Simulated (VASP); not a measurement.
Input of a VASP 6.6.1 run:

The input INCAR:

```
  PREC = Accurate
  ENCUT = 500
  EDIFF = 1E-6
  ISMEAR = 0
  SIGMA = 0.01
  LREAL = F
  LASPH = T
  NELM = 120
  ALGO = Normal
  ISIF = 2
  LWAVE = F
  LCHARG = F
  GGA = PE
  NBANDS = 11
  GGA_COMPAT = F
```

The input KPOINTS:

```
Automatic mesh
0
Gamma
  4 4 4
```

The input POSCAR:

```
AlAs
1.0
    0.0000000000      2.7821461449      2.7821461449
    2.7821461449      0.0000000000      2.7821461449
    2.7821461449      2.7821461449      0.0000000000
Al As
1 1
Direct
    0.0000000000      0.0000000000      0.0000000000
    0.2500000000      0.2500000000      0.2500000000
```

Potentials or basis: VASP PAW PBE potentials, release 64 (Al, As).

Launch:

```bash
$ cat potpaw_PBE.64/Al/POTCAR potpaw_PBE.64/As/POTCAR > POTCAR
$ mpirun -np 1 vasp_std > vasp.out
```

Task: What does it give for the band gap on the k mesh?

Result: 1.31 eV, indirect (least direct gap 2.47 eV).

Task: Estimate the pressure.

Result: 7.7 GPa.

Caveat: the k points lie up to 0.49 Å⁻¹ apart; the cell differs from its parent crystal (strain -2.0%). A k mesh can miss the band edges.
